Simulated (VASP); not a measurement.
# SiC (I-4m2) in VASP: single point with HSE06

Aim: the single point of SiC with HSE06.

Program: VASP 6.6.1. These are calculated values, not measurements. Logs are shortened: lines on timing, memory, paths and dates and some standing lists are left out, and cuts for length are marked.

## Step 1: The cell of the first run

The structure is tetragonal, space group I-4m2 (No. 119). Conventional cell: a = 3.080 Å, b = 3.080 Å, c = 4.494 Å, α = 90.00°, β = 90.00°, γ = 90.00°. Si (site symmetry -4m2) has 4 C at 1.91 Å within 2.5 Å. C (site symmetry -4m2) has 4 Si at 1.91 Å within 2.5 Å.

## Step 2: Single point, HSE06 (uniaxial z strain +3.2%)

Input file POSCAR:

```
SiC
1.0
    0.0000000000      2.1780523476      2.2470966071
    2.1780523476      0.0000000000      2.2470966071
    2.1780523476      2.1780523476      0.0000000000
Si C
1 1
Direct
    0.0000000000      0.0000000000      0.0000000000
    0.2500000000      0.2500000000      0.2500000000
```

Input file INCAR.step1:

```
SYSTEM = SiC
PREC     = Accurate       ! precision mode
ENCUT    = 520            ! plane-wave cutoff, eV
EDIFF    = 1E-5           ! SCF threshold, eV
ISMEAR   = 0              ! smearing method
SIGMA    = 0.01           ! smearing width, eV
LREAL    = .FALSE.        ! projectors in reciprocal space
LASPH    = .TRUE.         ! aspherical terms in the spheres
NELM     = 80             ! most SCF steps
ALGO     = Normal         ! electronic algorithm
ISIF     = 2              ! what is computed and relaxed
LWAVE    = .TRUE.         ! write WAVECAR
LCHARG   = .FALSE.        ! write CHGCAR
GGA      = PE             ! functional
NBANDS   = 11             ! bands
```

Input file INCAR.step2:

```
SYSTEM = SiC
PREC     = Accurate       ! precision mode
ENCUT    = 520            ! plane-wave cutoff, eV
EDIFF    = 1E-6           ! SCF threshold, eV
ISMEAR   = 0              ! smearing method
SIGMA    = 0.01           ! smearing width, eV
LREAL    = .FALSE.        ! projectors in reciprocal space
LASPH    = .TRUE.         ! aspherical terms in the spheres
NELM     = 80             ! most SCF steps
ALGO     = Normal         ! electronic algorithm
ISIF     = 2              ! what is computed and relaxed
LWAVE    = .FALSE.        ! write WAVECAR
LCHARG   = .FALSE.        ! write CHGCAR
GGA      = PE             ! functional
LHFCALC  = .TRUE.         ! exact exchange
HFSCREEN = 0.2079         ! screening, 1/A
PRECFOCK = Normal       
ISTART   = 1            
NBANDS   = 11             ! bands
```

Input file KPOINTS:

```
Automatic mesh
0
G
  8 8 8
  0 0 0
```

Potentials or basis: VASP PAW PBE potentials, release 64 (Si, C).

Launch:

```sh
$ cat potpaw_PBE.64/Si/POTCAR potpaw_PBE.64/C/POTCAR > POTCAR
$ cp INCAR.step1 INCAR
$ mpirun -np 1 vasp_std > vasp.out
$ cp INCAR.step2 INCAR
$ mpirun -np 1 vasp_std > vasp.out
```

OUTCAR:

```text
SYSTEM = SiC
   PREC = Accurate
   ENCUT = 520
   EDIFF = 1E-6
   ISMEAR = 0
   LREAL = .FALSE.
   LASPH = .TRUE.
   NELM = 80
   ISIF = 2
   GGA = PE
   LHFCALC = .TRUE.
   HFSCREEN = 0.2079
   PRECFOCK = Normal
   ISTART = 1

 ion  position               nearest neighbor table
   1  0.000  0.000  0.000-   2 1.91   2 1.91   2 1.91   2 1.91
   2  0.250  0.250  0.250-   1 1.91   1 1.91   1 1.91   1 1.91

  LATTYP: Found a body centered tetragonal cell.
 ALAT       =     3.0802311695
 C/A-ratio  =     1.4590441324

  Lattice vectors:

 A1 = (  -2.1780523476,   0.0000000000,   2.2470966071)
 A2 = (   2.1780523476,   0.0000000000,   2.2470966071)
 A3 = (   0.0000000000,   2.1780523476,  -2.2470966071)

Analysis of symmetry for initial positions (statically):
=====================================================================
 Subroutine PRICEL returns:
 Original cell was already a primitive cell.

 Routine SETGRP: Setting up the symmetry group for a
 body centered tetragonal supercell.

 Subroutine GETGRP returns: Found  8 space group operations
 (whereof  8 operations were pure point group operations)
 out of a pool of 16 trial point group operations.

The static configuration has the point symmetry D_2d.

Analysis of symmetry for dynamics (positions and initial velocities):
=====================================================================
 Subroutine PRICEL returns:
 Original cell was already a primitive cell.

 Routine SETGRP: Setting up the symmetry group for a
 body centered tetragonal supercell.

 Subroutine GETGRP returns: Found  8 space group operations
 (whereof  8 operations were pure point group operations)
 out of a pool of 16 trial point group operations.

The dynamic configuration has the point symmetry D_2d.

 Subroutine INISYM returns: Found  8 space group operations
 (whereof  8 operations are pure point group operations),
 and found     1 'primitive' translations

----------------------------------------------------------------------------------------

                                     Primitive cell

  volume of cell :      21.3201

  direct lattice vectors                    reciprocal lattice vectors
     0.000000000  2.178052348  2.247096607    -0.229562894  0.229562894  0.222509348
     2.178052348  0.000000000  2.247096607     0.229562894 -0.229562894  0.222509348
     2.178052348  2.178052348  0.000000000     0.229562894  0.229562894 -0.222509348

  length of vectors
     3.129433685  3.129433685  3.080231170     0.393584367  0.393584367  0.393584367

  position of ions in fractional coordinates (direct lattice)
     0.000000000  0.000000000  0.000000000
     0.250000000  0.250000000  0.250000000

  ion indices of the primitive-cell ions
   primitive index   ion index
                 1           1
                 2           2

----------------------------------------------------------------------------------------

 KPOINTS: Automatic mesh

Automatic generation of k-mesh.
 Grid dimensions read from file:
 generate k-points for:    8    8    8

 Generating k-lattice:

  Cartesian coordinates                     Fractional coordinates (reciprocal lattice)
    -0.028695362  0.028695362  0.027813668     0.125000000  0.000000000  0.000000000
     0.028695362 -0.028695362  0.027813668     0.000000000  0.125000000  0.000000000
     0.028695362  0.028695362 -0.027813668    -0.000000000 -0.000000000  0.125000000

  Length of vectors
     0.049198046  0.049198046  0.049198046

  Shift w.r.t. Gamma in fractional coordinates (k-lattice)
     0.000000000  0.000000000  0.000000000

 Subroutine IBZKPT returns following result:
 ===========================================

 Found     59 irreducible k-points:

 Following reciprocal coordinates:
            Coordinates               Weight
  0.000000  0.000000  0.000000      1.000000
  0.125000  0.000000  0.000000      8.000000
  0.250000  0.000000  0.000000      8.000000
  0.375000  0.000000  0.000000      8.000000
  0.500000  0.000000  0.000000      4.000000
  0.125000  0.125000  0.000000      2.000000
[... 16 lines left out ...]
  0.250000  0.000000  0.125000     16.000000
  0.375000  0.000000  0.125000     16.000000
 [... further k-points ...]
   k-points           NKPTS =     59   k-points in BZ     NKDIM =    512   number of bands    NBANDS=     11
   number of dos      NEDOS =    301   number of ions     NIONS =      2
   total plane-waves  NPLWV =  13824
   dimension x,y,z NGX =    24 NGY =   24 NGZ =   24
   dimension x,y,z NGXF=    48 NGYF=   48 NGZF=   48
   ions per type =               1   1
   NGX,Y,Z   is equivalent  to a cutoff of  12.75, 12.75, 12.95 a.u.
   NGXF,Y,Z  is equivalent  to a cutoff of  25.50, 25.50, 25.91 a.u.
 SYSTEM =  SiC
   PREC   = accura    normal or accurate (medium, high low for compatibility)
   ISTART =      1    job   : 0-new  1-cont  2-samecut
   ICHARG =      0    charge: 1-file 2-atom 10-const
   ISPIN  =      1    spin polarized calculation?
   LNONCOLLINEAR =      F non collinear calculations
   LSORBIT =      F    spin-orbit coupling
   LASPH  =      T    aspherical Exc in radial PAW
   ENCUT  =  520.0 eV  38.22 Ry    6.18 a.u.   5.82  5.82  5.73*2*pi/ulx,y,z
   NELM   =     80;   NELMIN=  2; NELMDL=  0     # of ELM steps
   EDIFF  = 0.1E-05   stopping-criterion for ELM
   LREAL  =      F    real-space projection
   EDIFFG = 0.1E-04   stopping-criterion for IOM
   NSW    =      0    number of steps for IOM
   IBRION =     -1    ionic relax: 0-MD 1-quasi-New 2-CG
   NFREE  =      0    steps in history (QN), initial steepest desc. (CG)
   ISIF   =      2    stress and relaxation
   ISYM   =      3    0-nonsym 1-usesym 2-fastsym
   POTIM  = 0.5000    time-step for ionic-motion
   TEBEG  =    0.0;   TEEND  =   0.0 temperature during run
   PSTRESS=    0.0 pullay stress
   NELECT =       8.0000    total number of electrons
   NUPDOWN=      -1.0000    fix difference up-down
   EMIN   =  10.00;   EMAX   =-10.00  energy-range for DOS
   EFERMI =   0.00;   METHOD = LEGACY
   ISMEAR =     0;   SIGMA  =   0.01  broadening in eV -4-tet -1-fermi 0-gaus
   EFERMI_NEDOS =   21; number of points for ismear=-14 and -15
   IALGO  =     38    algorithm
   IMIX   =      1    mixing-type and parameters
     AMIX     =   0.40;   BMIX     =  1.00
     AMIX_MAG =   1.60;   BMIX_MAG =  1.00
  volume/ion in A,a.u.               =      10.66        71.94
  Fermi-wavevector in a.u.,A,eV,Ry     =   1.180797  2.231383 18.970364  1.394282
  Thomas-Fermi vector in A             =   2.317083
   LORBIT       =      0    0 simple, 1 ext, 2 COOP (PROOUT), +10 PAW based schemes
   GGA     = PE    functional components
   LHFCALC =     T    Hartree Fock is set to
   PRECFOCK=normal    Normal, Fast or Accurate (Low or Medium for compatibility)
   ENCUT4O =  -1.0   cutoff for four orbital integrals eV
   NKREDX  =     1    reduce k-point grid by
   NKREDY  =     1    reduce k-point grid by
   NKREDZ  =     1    reduce k-point grid by
   AEXX    =    0.2500 exact exchange contribution
   HFSCREEN=    0.2079 screening length (either q_TF or 0.3 A-1)
   HFSCREENC=   0.2079 screening length for correlation (either q_TF or 0.3 A-1)
   ENCUTFOCK=  -1.0 apply spherical cutoff to Coloumb kernel
   IVDW    =     0    specifies the selected vdW correction
   LEPSILON=     F    determine dielectric tensor
   LRPA    =     F    only Hartree local field effects (RPA)
 non-spin polarized calculation
 Gauss-broadening in eV      SIGMA  =   0.01
  energy-cutoff  :      520.00
  volume of cell :       21.32
 maximum number of plane-waves:       590
  NGX = 18; NGY = 18; NGZ = 18

 number of electron       8.0000001 magnetization

 Free energy of the ion-electron system (eV)
  ---------------------------------------------------
  ext. energy  EPLUGINS =         0.00000000
  ---------------------------------------------------
  free energy    TOTEN  =       -17.39116162 eV

  energy without entropy =      -17.39116162  energy(sigma->0) =      -17.39116162

 E-fermi :   7.3821     XC(G=0):  -9.2583

 val. band max:        7.2498020441   @ k =   0.0000   0.0000   0.0000
 cond. band min:       9.3301286363   @ k =   0.5000   0.0000   0.5000
 fundamental gap:      2.0803265922
 Fermi energy:         7.3820604415

 k-point     1 :       0.0000    0.0000    0.0000
  band No.  band energies     occupation
      1      -9.5707      2.00000
      2       7.0210      2.00000
      3       7.2498      2.00000
      4       7.2498      2.00000
      5      14.3203      0.00000
      6      15.5092      0.00000
      7      15.5092      0.00000
      8      15.5930      0.00000
      9      22.5249      0.00000
     10      23.5487      0.00000
     11      24.6613      0.00000

 k-point     2 :       0.1250    0.0000    0.0000
  band No.  band energies     occupation
      1      -9.2472      2.00000
      2       5.5688      2.00000
      3       6.8626      2.00000
      4       7.0553      2.00000
      5      14.5927      0.00000
      6      15.8557      0.00000
      7      15.9118      0.00000
      8      16.1487      0.00000
      9      21.3813      0.00000
     10      22.1326      0.00000
     11      24.4818      0.00000

 k-point     3 :       0.2500    0.0000    0.0000
  band No.  band energies     occupation
      1      -8.3025      2.00000
      2       2.5269      2.00000
      3       6.3685      2.00000
      4       6.6600      2.00000
      5      14.0571      0.00000
      6      16.0825      0.00000
      7      16.3370      0.00000
      8      17.7763      0.00000
      9      21.4871      0.00000
     10      21.6904      0.00000
     11      23.5522      0.00000

 k-point     4 :       0.3750    0.0000    0.0000
  band No.  band energies     occupation
      1      -6.8765      2.00000
      2      -0.4249      2.00000
      3       5.9666      2.00000
      4       6.3392      2.00000
      5      13.5825      0.00000
      6      15.6214      0.00000
      7      16.0047      0.00000
      8      18.5287      0.00000
      9      23.5473      0.00000
     10      23.5537      0.00000
     11      24.1977      0.00000

 k-point     5 :       0.5000    0.0000    0.0000
  band No.  band energies     occupation
      1      -5.8347      2.00000
      2      -2.0066      2.00000
      3       5.8190      2.00000
      4       6.2225      2.00000
      5      13.4129      0.00000
      6      15.3761      0.00000
      7      15.7591      0.00000
      8      18.5600      0.00000
      9      24.5937      0.00000
     10      25.7184      0.00000
     11      26.1999      0.00000
[... 211 lines left out ...]
 k-point    21 :       0.5000    0.5000    0.0000
  band No.  band energies     occupation
      1      -4.4719      2.00000
      2      -1.5407      2.00000
      3       3.9704      2.00000
      4       3.9704      2.00000
      5       9.6181      0.00000
      6      12.7919      0.00000
      7      22.8205      0.00000
      8      22.8205      0.00000
      9      23.1548      0.00000
     10      29.0108      0.00000
     11      30.6609      0.00000

 k-point    22 :       0.1250    0.0000    0.1250
  band No.  band energies     occupation
      1      -9.1309      2.00000
      2       6.0256      2.00000
      3       6.2865      2.00000
      4       6.4643      2.00000
      5      14.3188      0.00000
      6      15.3966      0.00000
      7      16.4657      0.00000
      8      16.8675      0.00000
      9      20.1918      0.00000
     10      23.2172      0.00000
     11      25.9297      0.00000

 k-point    23 :       0.2500    0.0000    0.1250
  band No.  band energies     occupation
      1      -8.3836      2.00000
      2       3.5731      2.00000
      3       5.7499      2.00000
      4       6.1635      2.00000
      5      13.8282      0.00000
      6      15.8279      0.00000
      7      16.9631      0.00000
      8      17.5089      0.00000
      9      20.1800      0.00000
     10      23.2744      0.00000
     11      25.5588      0.00000

 k-point    24 :       0.3750    0.0000    0.1250
  band No.  band energies     occupation
      1      -7.0924      2.00000
      2       0.6417      2.00000
      3       5.3523      2.00000
      4       5.6242      2.00000
      5      13.4963      0.00000
      6      15.9037      0.00000
      7      17.1193      0.00000
      8      17.7539      0.00000
      9      21.6409      0.00000
     10      24.7745      0.00000
     11      25.5003      0.00000

 [... further k-points ...]
[... 5 lines left out ...]
  --------------------------------------------------------------------------------------
  -------------------------------------------------------------------------------------
  Total       -0.6920031     -0.6920031     -1.9080301      0.0000000      0.0000000      0.0000000
  in kB      -52.0032222    -52.0032222   -143.3862283      0.0000000      0.0000000      0.0000000
  external PRESSURE =     -82.4642242 kB  Pullay stress =       0.0000000 kB

 VOLUME and BASIS-vectors are now :
 -----------------------------------------------------------------------------
  energy-cutoff  :      520.00
  volume of cell :       21.32
      direct lattice vectors                 reciprocal lattice vectors
     0.000000000  2.178052348  2.247096607    -0.229562894  0.229562894  0.222509348
     2.178052348  0.000000000  2.247096607     0.229562894 -0.229562894  0.222509348
     2.178052348  2.178052348  0.000000000     0.229562894  0.229562894 -0.222509348

 POSITION                                       TOTAL-FORCE (eV/Angst)
 -----------------------------------------------------------------------------------
      0.00000      0.00000      0.00000        -0.000000     -0.000000      0.000000
      1.08903      1.08903      1.12355         0.000000      0.000000     -0.000000
 -----------------------------------------------------------------------------------
    total drift:                               -0.000000     -0.000000      0.000001

  FREE ENERGIE OF THE ION-ELECTRON SYSTEM (eV)
  ---------------------------------------------------
  free  energy   TOTEN  =       -17.3911616239 eV

  energy  without entropy=      -17.3911616239  energy(sigma->0) =      -17.39116162
```

It took 45 min on 1 thread of Intel Xeon Platinum 8259CL at 2.50GHz (Skylake/Cascade Lake), shared host; peak memory 0.26 GiB.

Results:

```
Free energy            : -17.3912 eV
Pressure               : -8.2 GPa
Band gap on the k mesh : 2.08 eV (least direct gap 5.65 eV)
```

Levels at points of the mesh, in eV from the valence-band top:
```
           k point  band 1  band 2  band 3  band 4  band 5  band 6  band 7  band 8  band 9
(0.00, 0.00, 0.00)  -16.82   -0.23    0.00    0.00    7.07    8.26    8.26    8.34   15.28
(0.50, 0.00, 0.00)  -13.08   -9.26   -1.43   -1.03    6.16    8.13    8.51   11.31   17.34
(0.50, 0.50, 0.00)  -11.72   -8.79   -3.28   -3.28    2.37    5.54   15.57   15.57   15.91
(0.50, 0.00, 0.50)  -11.47   -8.38   -3.65   -3.60    2.08    4.99   14.93   15.93   16.36
```

Caveat: the cell differs from its parent crystal (uniaxial z strain +3.2%); the stress differs along the axes, from -14 to -5 GPa; the PAW data sets were made with another functional, which shifts forces and pressure a little. A k mesh can miss the band edges.
